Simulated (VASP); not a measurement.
Lu2Si2O, 5 atoms in the cell. It takes space group P3m1 (No. 156, trigonal). The conventional cell has a = 3.415 Å, b = 3.415 Å, c = 10.679 Å, α = 90.00°, β = 90.00°, γ = 120.00°. Within 2.8 Å of Lu (site symmetry 3m) lie 3 O at 2.10 Å. Lu (site symmetry 3m) has 6 Si at 2.90 to 2.93 Å and 6 Lu at 3.41 Å within 3.8 Å. Si (site symmetry 3m) has 3 Lu at 2.90 Å and 6 Si at 3.41 Å and 3 O at 3.88 Å within 3.9 Å. Si (site symmetry 3m) has 6 Lu at 2.93 to 3.05 Å and 6 Si at 3.41 Å and 3 O at 3.62 Å within 3.9 Å. Within 2.8 Å of O (site symmetry 3m) lie 3 Lu at 2.10 Å. The cell was built from a structure type or drawn by symmetry, and may not be a known phase.

* Program: VASP 6.6.1
* Task: single point
* Functional: PBE
* Potentials or basis: VASP PAW PBE potentials, release 64 (Lu, Si, O)
* Cutoff: 520 eV
* k mesh: 12 × 12 × 4
* Occupations: gaussian, width 0.1 eV
* Spin: no spin polarisation
* Dipole correction: no
* Further INCAR settings: ALGO = Normal; EDIFF = 1e-07; NBANDS = 40

Potentials or basis: VASP PAW PBE potentials, release 64 (Lu, Si, O).

Launch:

```console
$ cat potpaw_PBE.64/Lu/POTCAR potpaw_PBE.64/Si/POTCAR potpaw_PBE.64/O/POTCAR > POTCAR
$ mpirun -np 1 vasp_std > vasp.out
```

Hardware: 1 thread of Intel(R) Xeon(R) 6975P-C (Granite Rapids), with other jobs on the host.

How long does it take, and how much memory?

Run time: 3.8 min on 1 thread of Intel(R) Xeon(R) 6975P-C (Granite Rapids), with other jobs on the host, peak memory 0.42 GiB. Counts: scf iterations 18, k points 69.
